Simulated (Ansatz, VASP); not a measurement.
## One calculation of Al2O3, two programs

```
CELL_PARAMETERS angstrom
2.19255 1.26587 4.31757
-2.19255 1.26587 4.31757
0.00000 -2.53174 4.31757
ATOMIC_POSITIONS crystal
Al 0.85204 0.85204 0.85204
Al 0.64796 0.64796 0.64796
Al 0.14796 0.14796 0.14796
Al 0.35204 0.35204 0.35204
O 0.05586 0.44414 0.75000
O 0.75000 0.05586 0.44414
O 0.44414 0.75000 0.05586
O 0.94414 0.55586 0.25000
O 0.25000 0.94414 0.55586
O 0.55586 0.25000 0.94414
```

Alike in both runs: task single point; functional PBEsol; k mesh 6 × 6 × 6; occupations gaussian, width 0.05 eV; no spin polarisation.

|  | VASP | Ansatz |
| --- | --- | --- |
| version | VASP 6.6.1 | Ansatz 0.2.0 |
| potentials or method | VASP PAW PBE potentials, release 64 (Al, O), cutoff 520 eV | scalar-relativistic, plane waves, PAW |
| valence electrons in the cell | 48 | 48 |

|  | VASP | Ansatz | Ansatz less VASP |
| --- | --- | --- | --- |
| gap on the k mesh at the Fermi level (eV) | 8.03 | 8.01 | -0.024 |
| least direct gap on the mesh (eV) | 8.03 | 8.01 | -0.024 |
| rms of the force components (eV/Å) | 0.395 | 0.394 | -0.0009 |

VASP's potentials were made for PBE, not for PBEsol, and Ansatz warns of the same on its side. Atom by atom the forces differ by 0.010 eV/Å (rms over components).
